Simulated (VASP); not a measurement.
# BeS2 (I-42d) in VASP: a series of runs

BeS2 is run at these levels: PBE; tasks: single point, relaxation of cell and atoms.

Everything below comes from runs of VASP 6.6.1. Logs are shortened: lines on timing, memory, paths and dates and some standing lists are left out, and cuts for length are marked.

## (1) The cell of the first run

Symmetry: I-42d, No. 122, tetragonal system. The conventional cell has a = 4.769 Å, b = 4.769 Å, c = 8.295 Å, α = 90.00°, β = 90.00°, γ = 90.00°. Within 2.8 Å of Be (site symmetry -4) lie 4 S at 2.08 Å. Within 2.8 Å of S (site symmetry 2) lie 2 Be at 2.08 Å.

## (2) Single point, PBE

The input, INCAR:

```
ALGO = Normal
EDIFF = 1E-6
ENCUT = 520
GGA = PE
ISIF = 2
ISMEAR = 0
LASPH = True
LCHARG = False
LREAL = False
LWAVE = False
NBANDS = 23
NELM = 80
PREC = Accurate
SIGMA = 0.1
```

The input, KPOINTS:

```
k-points
0
Gamma
  6 6 6
```

The input, POSCAR:

```
BeS2
1.0
   -2.3845498440      2.3845498440      4.1476122409
    2.3845498440     -2.3845498440      4.1476122409
    2.3845498440      2.3845498440     -4.1476122409
Be S
2 4
Direct
    0.0000000000      0.0000000000      0.0000000000
    0.7500000000      0.2500000000      0.5000000000
    0.3750000000      0.4090885902      0.5340885902
    0.5909114098      0.1250000000     -0.0340885902
    0.8750000000      0.8409114098      0.4659114098
    0.1590885902      0.6250000000      1.0340885902
```

Potentials or basis: VASP PAW PBE potentials, release 64 (Be, S).

Command:

```
$ cat potpaw_PBE.64/Be/POTCAR potpaw_PBE.64/S/POTCAR > POTCAR
$ mpirun -np 1 vasp_std > vasp.out
```

OUTCAR:

```text
EDIFF = 1E-6
   ENCUT = 520
   GGA = PE
   ISIF = 2
   ISMEAR = 0
   LASPH = True
   LREAL = False
   NELM = 80
   PREC = Accurate

 ion  position               nearest neighbor table
   1  0.000  0.000  0.000-   3 2.08   4 2.08   6 2.08   5 2.08
   2  0.750  0.250  0.500-   6 2.08   5 2.08   3 2.08   4 2.08
   3  0.375  0.409  0.534-   1 2.08   2 2.08
   4  0.591  0.125  0.966-   1 2.08   2 2.08
   5  0.875  0.841  0.466-   2 2.08   1 2.08
   6  0.159  0.625  0.034-   2 2.08   1 2.08

  LATTYP: Found a body centered tetragonal cell.
 ALAT       =     4.7690996880
 C/A-ratio  =     1.7393690685

  Lattice vectors:

 A1 = (  -2.3845498440,   2.3845498440,   4.1476122409)
 A2 = (   2.3845498440,  -2.3845498440,   4.1476122409)
 A3 = (   2.3845498440,   2.3845498440,  -4.1476122409)

Analysis of symmetry for initial positions (statically):
=====================================================================
 Subroutine PRICEL returns:
 Original cell was already a primitive cell.

 Routine SETGRP: Setting up the symmetry group for a
 body centered tetragonal supercell.

 Subroutine GETGRP returns: Found  8 space group operations
 (whereof  4 operations were pure point group operations)
 out of a pool of 16 trial point group operations.

The static configuration has the point symmetry S_4 .
 The point group associated with its full space group is D_2d.

Analysis of symmetry for dynamics (positions and initial velocities):
=====================================================================
 Subroutine PRICEL returns:
 Original cell was already a primitive cell.

 Routine SETGRP: Setting up the symmetry group for a
 body centered tetragonal supercell.

 Subroutine GETGRP returns: Found  8 space group operations
 (whereof  4 operations were pure point group operations)
 out of a pool of 16 trial point group operations.

The dynamic configuration has the point symmetry S_4 .
 The point group associated with its full space group is D_2d.

 Subroutine INISYM returns: Found  8 space group operations
 (whereof  4 operations are pure point group operations),
 and found     1 'primitive' translations

----------------------------------------------------------------------------------------

                                     Primitive cell

  volume of cell :      94.3346

  direct lattice vectors                    reciprocal lattice vectors
    -2.384549844  2.384549844  4.147612241     0.000000000  0.209683182  0.120551289
     2.384549844 -2.384549844  4.147612241     0.209683182  0.000000000  0.120551289
     2.384549844  2.384549844 -4.147612241     0.209683182  0.209683182  0.000000000

  length of vectors
     5.345544240  5.345544240  5.345544240     0.241867009  0.241867009  0.296536800

  position of ions in fractional coordinates (direct lattice)
     0.000000000  0.000000000  0.000000000
     0.750000000  0.250000000  0.500000000
     0.375000000  0.409088590  0.534088590
     0.590911410  0.125000000  0.965911410
     0.875000000  0.840911410  0.465911410
     0.159088590  0.625000000  0.034088590

  ion indices of the primitive-cell ions
   primitive index   ion index
                 1           1
                 2           2
                 3           3
                 4           4
                 5           5
                 6           6

----------------------------------------------------------------------------------------

 KPOINTS: k-points

Automatic generation of k-mesh.
 Grid dimensions read from file:
 generate k-points for:    6    6    6

 Generating k-lattice:

  Cartesian coordinates                     Fractional coordinates (reciprocal lattice)
     0.000000000  0.034947197  0.020091881     0.166666667  0.000000000  0.000000000
     0.034947197  0.000000000  0.020091881     0.000000000  0.166666667  0.000000000
     0.034947197  0.034947197  0.000000000     0.000000000  0.000000000  0.166666667

  Length of vectors
     0.040311168  0.040311168  0.049422800

  Shift w.r.t. Gamma in fractional coordinates (k-lattice)
     0.000000000  0.000000000  0.000000000

 Subroutine IBZKPT returns following result:
 ===========================================

 Found     30 irreducible k-points:

 Following reciprocal coordinates:
            Coordinates               Weight
  0.000000  0.000000  0.000000      1.000000
  0.166667 -0.000000  0.000000      8.000000
  0.333333 -0.000000  0.000000      8.000000
  0.500000  0.000000  0.000000      4.000000
  0.166667  0.166667  0.000000      8.000000
  0.333333  0.166667  0.000000     16.000000
[... 16 lines left out ...]
 -0.333333 -0.333333  0.166667      8.000000
 -0.166667 -0.333333  0.166667      8.000000
 [... further k-points ...]
   k-points           NKPTS =     30   k-points in BZ     NKDIM =     30   number of bands    NBANDS=     23
   number of dos      NEDOS =    301   number of ions     NIONS =      6
   total plane-waves  NPLWV =  64000
   dimension x,y,z NGX =    40 NGY =   40 NGZ =   40
   dimension x,y,z NGXF=    80 NGYF=   80 NGZF=   80
   ions per type =               2   4
   NGX,Y,Z   is equivalent  to a cutoff of  12.44, 12.44, 12.44 a.u.
   NGXF,Y,Z  is equivalent  to a cutoff of  24.88, 24.88, 24.88 a.u.
 SYSTEM =  unknown system
   PREC   = accura    normal or accurate (medium, high low for compatibility)
   ISTART =      0    job   : 0-new  1-cont  2-samecut
   ICHARG =      2    charge: 1-file 2-atom 10-const
   ISPIN  =      1    spin polarized calculation?
   LNONCOLLINEAR =      F non collinear calculations
   LSORBIT =      F    spin-orbit coupling
   LASPH  =      T    aspherical Exc in radial PAW
   ENCUT  =  520.0 eV  38.22 Ry    6.18 a.u.   9.94  9.94  9.94*2*pi/ulx,y,z
   NELM   =     80;   NELMIN=  2; NELMDL= -5     # of ELM steps
   EDIFF  = 0.1E-05   stopping-criterion for ELM
   LREAL  =      F    real-space projection
   EDIFFG = 0.1E-04   stopping-criterion for IOM
   NSW    =      0    number of steps for IOM
   IBRION =     -1    ionic relax: 0-MD 1-quasi-New 2-CG
   NFREE  =      0    steps in history (QN), initial steepest desc. (CG)
   ISIF   =      2    stress and relaxation
   ISYM   =      2    0-nonsym 1-usesym 2-fastsym
   POTIM  = 0.5000    time-step for ionic-motion
   TEBEG  =    0.0;   TEEND  =   0.0 temperature during run
   PSTRESS=    0.0 pullay stress
   NELECT =      28.0000    total number of electrons
   NUPDOWN=      -1.0000    fix difference up-down
   EMIN   =  10.00;   EMAX   =-10.00  energy-range for DOS
   EFERMI =   0.00;   METHOD = LEGACY
   ISMEAR =     0;   SIGMA  =   0.10  broadening in eV -4-tet -1-fermi 0-gaus
   EFERMI_NEDOS =   21; number of points for ismear=-14 and -15
   IALGO  =     38    algorithm
   IMIX   =      4    mixing-type and parameters
     AMIX     =   0.40;   BMIX     =  1.00
     AMIX_MAG =   1.60;   BMIX_MAG =  1.00
  volume/ion in A,a.u.               =      15.72       106.10
  Fermi-wavevector in a.u.,A,eV,Ry     =   1.092037  2.063650 16.225545  1.192544
  Thomas-Fermi vector in A             =   2.228294
   LORBIT       =      0    0 simple, 1 ext, 2 COOP (PROOUT), +10 PAW based schemes
   GGA     = PE    functional components
   LHFCALC =     F    Hartree Fock is set to
   AEXX    =    0.0000 exact exchange contribution
   IVDW    =     0    specifies the selected vdW correction
   LEPSILON=     F    determine dielectric tensor
   LRPA    =     F    only Hartree local field effects (RPA)
 non-spin polarized calculation
 Gauss-broadening in eV      SIGMA  =   0.10
  energy-cutoff  :      520.00
  volume of cell :       94.33
 maximum number of plane-waves:      2576
   NGX = 19   NGY = 19   NGZ = 19

 number of electron      28.0000003 magnetization

 Free energy of the ion-electron system (eV)
  ---------------------------------------------------
  ext. energy  EPLUGINS =         0.00000000
  ---------------------------------------------------
  free energy    TOTEN  =       -24.15422404 eV

  energy without entropy =      -24.14632751  energy(sigma->0) =      -24.15027577

 E-fermi :   4.3775     XC(G=0): -10.0303

 val. band max:        4.3317717824   @ k =  -0.1667   0.1667   0.1667
 cond. band min:       4.4090973545   @ k =   0.1667   0.1667   0.1667
 fundamental gap:      0.0773255721
 Fermi energy:         4.3774536138

 k-point     1 :       0.0000    0.0000    0.0000
  band No.  band energies     occupation
      1      -9.7463      2.00000
      2      -6.9334      2.00000
      3      -6.9334      2.00000
      4      -6.3022      2.00000
      5       0.1115      2.00000
      6       0.7322      2.00000
[... 15 lines left out ...]
     22      12.4834      0.00000
     23      14.0155      0.00000

 k-point     2 :       0.1667   -0.0000    0.0000
  band No.  band energies     occupation
      1      -9.5834      2.00000
      2      -7.0922      2.00000
      3      -6.9978      2.00000
      4      -6.4294      2.00000
      5       0.0653      2.00000
      6       0.2413      2.00000
[... 15 lines left out ...]
     22      12.8497      0.00000
     23      13.3608      0.00000

 k-point     3 :       0.3333   -0.0000    0.0000
  band No.  band energies     occupation
      1      -9.1164      2.00000
      2      -7.6385      2.00000
      3      -7.0412      2.00000
      4      -6.7020      2.00000
      5       0.0763      2.00000
      6       0.2519      2.00000
[... 15 lines left out ...]
     22      13.1951      0.00000
     23      13.2078      0.00000

 k-point     4 :       0.5000    0.0000    0.0000
  band No.  band energies     occupation
      1      -8.5029      2.00000
      2      -8.3150      2.00000
      3      -6.9672      2.00000
      4      -6.9158      2.00000
      5       0.0021      2.00000
      6       0.2383      2.00000
[... 15 lines left out ...]
     22      13.1355      0.00000
     23      13.3193      0.00000

 k-point     5 :       0.1667    0.1667    0.0000
  band No.  band energies     occupation
      1      -9.3456      2.00000
      2      -7.1649      2.00000
      3      -7.1586      2.00000
      4      -6.6891      2.00000
      5      -0.1676      2.00000
      6      -0.1557      2.00000
[... 15 lines left out ...]
     22      12.8620      0.00000
     23      13.1902      0.00000

 k-point     6 :       0.3333    0.1667    0.0000
  band No.  band energies     occupation
      1      -8.8277      2.00000
      2      -7.7238      2.00000
      3      -7.1298      2.00000
      4      -6.9970      2.00000
      5      -0.3093      2.00000
      6      -0.2112      2.00000
[... 15 lines left out ...]
     22      12.6206      0.00000
     23      13.1339      0.00000

 k-point     7 :       0.5000    0.1667    0.0000
  band No.  band energies     occupation
      1      -8.4905      2.00000
      2      -8.1003      2.00000
      3      -7.2023      2.00000
      4      -6.9326      2.00000
      5      -0.5557      2.00000
      6      -0.1376      2.00000
[... 353 lines left out ...]
     22      12.3573      0.00000
     23      13.1267      0.00000

 k-point    21 :      -0.3333    0.5000    0.1667
  band No.  band energies     occupation
      1      -8.3056      2.00000
      2      -7.9002      2.00000
      3      -7.6084      2.00000
      4      -7.1115      2.00000
      5      -0.1853      2.00000
      6       0.0267      2.00000
[... 15 lines left out ...]
     22      12.7061      0.00000
     23      12.9061      0.00000

 k-point    22 :      -0.1667    0.5000    0.1667
  band No.  band energies     occupation
      1      -8.6863      2.00000
      2      -7.9085      2.00000
      3      -7.2901      2.00000
      4      -6.9114      2.00000
      5      -0.1465      2.00000
      6       0.2845      2.00000
[... 15 lines left out ...]
     22      12.4854      0.00000
     23      12.9281      0.00000

 k-point    23 :      -0.3333   -0.3333    0.1667
  band No.  band energies     occupation
      1      -8.8903      2.00000
      2      -7.4045      2.00000
      3      -7.2568      2.00000
      4      -7.2391      2.00000
      5      -0.2130      2.00000
      6      -0.1855      2.00000
[... 15 lines left out ...]
     22      12.3325      0.00000
     23      12.6610      0.00000

 k-point    24 :      -0.1667   -0.3333    0.1667
  band No.  band energies     occupation
      1      -9.2655      2.00000
      2      -7.2511      2.00000
      3      -7.0142      2.00000
      4      -6.9889      2.00000
      5      -0.2600      2.00000
      6      -0.1357      2.00000
[... 15 lines left out ...]
     22      12.3219      0.00000
     23      12.8376      0.00000

 [... further k-points ...]
[... 5 lines left out ...]
  --------------------------------------------------------------------------------------
  -------------------------------------------------------------------------------------
  Total       -0.0241650     -0.0241650     -0.0491154      0.0000000      0.0000000      0.0000000
  in kB       -0.4104181     -0.4104181     -0.8341752      0.0000000      0.0000000      0.0000000
  external PRESSURE =      -0.5516705 kB  Pullay stress =       0.0000000 kB

 VOLUME and BASIS-vectors are now :
 -----------------------------------------------------------------------------
  energy-cutoff  :      520.00
  volume of cell :       94.33
      direct lattice vectors                 reciprocal lattice vectors
    -2.384549844  2.384549844  4.147612241     0.000000000  0.209683182  0.120551289
     2.384549844 -2.384549844  4.147612241     0.209683182  0.000000000  0.120551289
     2.384549844  2.384549844 -4.147612241     0.209683182  0.209683182  0.000000000

 POSITION                                       TOTAL-FORCE (eV/Angst)
 -----------------------------------------------------------------------------------
      0.00000      0.00000      0.00000         0.000000     -0.000000      0.000000
      0.00000      2.38455      2.07381         0.000000     -0.000000      0.000000
      1.35485      1.19227      1.03690         0.008454     -0.000000      0.000000
      1.19227      3.41425     -1.03690         0.000000     -0.008454      0.000000
      1.02970      1.19227      5.18452        -0.008454     -0.000000      0.000000
      1.19227     -1.02970      3.11071         0.000000      0.008454      0.000000
 -----------------------------------------------------------------------------------
    total drift:                                0.000000      0.000000     -0.000000

  FREE ENERGIE OF THE ION-ELECTRON SYSTEM (eV)
  ---------------------------------------------------
  free  energy   TOTEN  =       -24.1542240379 eV

  energy  without entropy=      -24.1463275106  energy(sigma->0) =      -24.15027577
```

Run time: 27 s. Hardware: 1 thread of Intel Xeon 6975P-C (Granite Rapids), shared host; peak memory 0.24 GiB.

Results:

```
Free energy            : -24.1542 eV
Pressure               : -0.1 GPa
Largest force          : 0.008 eV/Å
Band gap on the k mesh : zero (band 14 reaches 5.67 eV, above the bottom of band 15 at 3.97 eV)
```

Forces in eV/Å, atoms in the order of the input:
```
Be   0.000  0.000  0.000
Be   0.000  0.000  0.000
S    0.008  0.000  0.000
S    0.000 -0.008  0.000
S   -0.008  0.000  0.000
S    0.000  0.008  0.000
```

Levels at points of the mesh, in eV from the Fermi level:
```csv
k point,band 12,band 13,band 14,band 15,band 16,band 17
"(0.00, 0.00, 0.00)",-2.18,-2.18,1.29,1.29,1.48,3.55
"(0.50, 0.00, 0.00)",-1.07,-0.74,-0.29,-0.14,0.63,6.80
"(0.50, 0.50, 0.00)",-0.74,-0.17,-0.17,0.98,0.98,5.94
"(0.50, 0.50, 0.50)",-1.05,-0.76,-0.76,-0.39,-0.39,4.73
```

## (3) Single point, PBE

This run uses another cell than the first one, of 18.96 Å³/atom, 1.206 times its volume.

The input, INCAR:

```
  ALGO = Normal
  EDIFF = 1E-6
  ENCUT = 520
  GGA = PE
  ISIF = 2
  ISMEAR = 0
  LASPH = True
  LCHARG = False
  LREAL = False
  LWAVE = False
  NBANDS = 23
  NELM = 80
  PREC = Accurate
  SIGMA = 0.1
```

KPOINTS is that of step 2.

The input, POSCAR:

```
BeS2
1.0
   -2.6049684148      2.6049684148      4.1900580518
    2.6049684148     -2.6049684148      4.1900580518
    2.6049684148      2.6049684148     -4.1900580518
Be S
2 4
Direct
    0.0000000000      0.0000000000      0.0000000000
    0.7500000000      0.2500000000      0.5000000000
    0.3750000000      0.3522000000      0.4772000000
    0.6478000000      0.1250000000      0.0228000000
    0.8750000000      0.8978000000      0.5228000000
    0.1022000000      0.6250000000      0.9772000000
```

Potentials or basis: VASP PAW PBE potentials, release 64 (Be, S).

Command:

```
$ cat potpaw_PBE.64/Be/POTCAR potpaw_PBE.64/S/POTCAR > POTCAR
$ mpirun -np 1 vasp_std > vasp.out
```

Wall time 38 s (1 thread of Intel Xeon 6975P-C (Granite Rapids), shared host); peak memory 0.27 GiB.

Results (log left out):

```yaml
Free_energy: -23.5793 eV
Pressure: -1.1 GPa
Largest_force: 0.518 eV/Å
Band_gap_on_the_k_mesh: zero (band 14 reaches 2.88 eV, above the bottom of band 15 at 2.15 eV)
```

Forces in eV/Å, atoms in the order of the input:
```
Be   0.000  0.000  0.000
Be   0.000  0.000  0.000
S    0.518  0.000  0.000
S    0.000 -0.518  0.000
S   -0.518  0.000  0.000
S    0.000  0.518  0.000
```

Stress tensor (GPa, compression positive):
```
-1.93  0.00  0.00
 0.00 -1.93  0.00
 0.00  0.00  0.70
```

Levels at points of the mesh, in eV from the Fermi level:
| k point | band 11 | band 12 | band 13 | band 14 | band 15 | band 16 | band 17 | band 18 |
| --- | --- | --- | --- | --- | --- | --- | --- | --- |
| (0.00, 0.00, 0.00) | -1.84 | -1.24 | -1.24 | 0.62 | 0.62 | 0.85 | 4.59 | 6.09 |
| (0.50, 0.00, 0.00) | -1.29 | -1.28 | -0.28 | -0.25 | 0.18 | 0.25 | 7.04 | 7.13 |
| (0.50, 0.50, 0.00) | -0.89 | -0.89 | -0.23 | -0.23 | 0.47 | 0.47 | 6.49 | 6.49 |
| (0.50, 0.50, 0.50) | -1.03 | -1.03 | -0.82 | -0.82 | -0.06 | -0.06 | 5.55 | 5.55 |

## (4) Relaxation of cell and atoms, PBE

This run uses another cell than the first one, of 18.96 Å³/atom, 1.206 times its volume.

The input, INCAR:

```
  PREC = Accurate
  ENCUT = 600
  EDIFF = 1E-6
  ISMEAR = 0
  SIGMA = 0.1
  LREAL = False
  LASPH = True
  NELM = 100
  ALGO = Normal
  ISIF = 3
  LWAVE = False
  LCHARG = False
  GGA = PE
  IBRION = 2
  NSW = 90
  EDIFFG = -0.04
```

The input, KPOINTS:

```
regular mesh
0
Gamma
  6 6 6
```

POSCAR is that of step 3.

Command:

```
$ cat potpaw_PBE.64/Be/POTCAR potpaw_PBE.64/S/POTCAR > POTCAR
$ mpirun -np 1 vasp_std > vasp.out
```

Wall time 4.6 min (1 thread of Intel Xeon 6975P-C (Granite Rapids), shared host); peak memory 0.35 GiB.

The run converged. Its results:

| Quantity | Value |
| --- | --- |
| Free energy | -24.1554 eV |
| Relaxed volume | 15.75 Å³/atom |
| Relaxed cell | a = 5.348 Å, b = 5.348 Å, c = 5.348 Å, α = 126.99°, β = 126.99°, γ = 78.27° |
| Space group after relaxing (to 0.05 Å) | I-42d (No. 122) |
| Energy gained by relaxing | 95.9 meV/atom |
| Ionic steps | 12 |
| Pressure after relaxing | 0.0 GPa |
| Largest force after relaxing | 0.038 eV/Å |
| Band gap on the k mesh | zero (band 14 reaches 5.62 eV, above the bottom of band 15 at 3.94 eV) |

Forces on the atoms (eV/Å):
```
Be   0.000  0.000  0.000
Be   0.000  0.000  0.000
S    0.038  0.000  0.000
S    0.000 -0.038  0.000
S   -0.038  0.000  0.000
S    0.000  0.038  0.000
```

Step by step:
```csv
step,energy change (eV),largest force (eV/Å),pressure (GPa),volume (Å³)
1,0.0000,0.5176,-1.03,113.73
2,-0.0821,0.5317,-0.97,111.74
3,-0.3045,0.5428,-0.54,105.79
4,-0.4887,0.3538,2.25,94.12
5,-0.5073,0.2069,-1.23,95.75
6,-0.5203,0.0065,0.06,95.10
7,-0.5387,0.0062,-0.06,95.14
8,-0.5737,0.0058,-0.38,95.13
9,-0.5745,0.0072,-0.43,95.11
10,-0.5747,0.0066,-0.42,95.12
11,-0.5746,0.0694,0.48,93.92
12,-0.5755,0.0376,0.01,94.53
```

Final structure:
```xyz
6
Lattice="-2.3867 2.3867 4.1485 2.3867 -2.3867 4.1485 2.3867 2.3867 -4.1485" Properties=species:S:1:pos:R:3 pbc="T T T"
Be    0.0000    0.0000    0.0000
Be    0.0000    2.3867    2.0743
S     1.3508    1.1934    1.0371
S     1.1934    3.4227   -1.0371
S     1.0359    1.1934    5.1857
S     1.1934   -1.0359    3.1114
```

Levels at points of the mesh, in eV from the Fermi level:
```tsv
k point	band 12	band 13	band 14	band 15	band 16	band 17
(0.00, 0.00, 0.00)	-2.17	-2.17	1.28	1.28	1.47	3.57
(0.50, 0.00, 0.00)	-1.08	-0.72	-0.28	-0.13	0.62	6.81
(0.50, 0.50, 0.00)	-0.74	-0.18	-0.18	0.97	0.97	5.96
(0.50, 0.50, 0.50)	-1.04	-0.76	-0.76	-0.38	-0.38	4.74
```

Caveat: the volume moved by over 15 % at a fixed basis, so the end points are rough.

[end of part 1 of 2]
